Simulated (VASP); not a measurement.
A run of VASP 6.6.1 is set up as follows.

POSCAR

```
Tl
1.0
    3.4560000000      0.0000000000      0.0000000000
   -1.7280000000      2.9929837955      0.0000000000
    0.0000000000      0.0000000000      5.5250000000
Tl
2
Direct
    0.3333333333      0.6666666667      0.2500000000
    0.6666666667      0.3333333333      0.7500000000
```

INCAR.step1

```
SYSTEM = Tl
ALGO = Normal
EDIFF = 1E-4
ENCUT = 520
GGA = PE
ISMEAR = 0
LASPH = .True.
LCHARG = .False.
LREAL = .False.
LWAVE = .True.
NBANDS = 20
NELM = 80
PREC = Accurate
SIGMA = 0.05
```

Contents of INCAR.step2:

```
SYSTEM = Tl
ALGO = Normal
EDIFF = 1E-6
ENCUT = 520
ISIF = 2
ISMEAR = 0
ISTART = 1
LASPH = .True.
LCHARG = .False.
LMIXTAU = .True.
LREAL = .False.
LWAVE = .False.
METAGGA = R2SCAN
NBANDS = 20
NELM = 80
PREC = Accurate
SIGMA = 0.05
```

File KPOINTS:

```
k-points
0
Gamma
  12 12 6
  0 0 0
```

Potentials or basis: VASP PAW PBE potentials, release 64 (Tl_d).

Command:

```sh
$ cat potpaw_PBE.64/Tl_d/POTCAR > POTCAR
$ cp INCAR.step1 INCAR
$ mpirun -np 1 vasp_std > vasp.out
$ cp INCAR.step2 INCAR
$ mpirun -np 1 vasp_std > vasp.out
```

Predict the pressure.

2.0 GPa.

What does it give for the band gap on the k mesh?

Zero (band 13 reaches 10.21 eV, above the bottom of band 14 at 4.24 eV).

Stress tensor (GPa, compression positive):
```
2.29 0.00 0.00
0.00 2.29 0.00
0.00 0.00 1.42
```

Caveat: the PAW data sets were made with another functional, which shifts forces and pressure a little; spin-orbit coupling is left out, which moves the levels of the heavy elements.
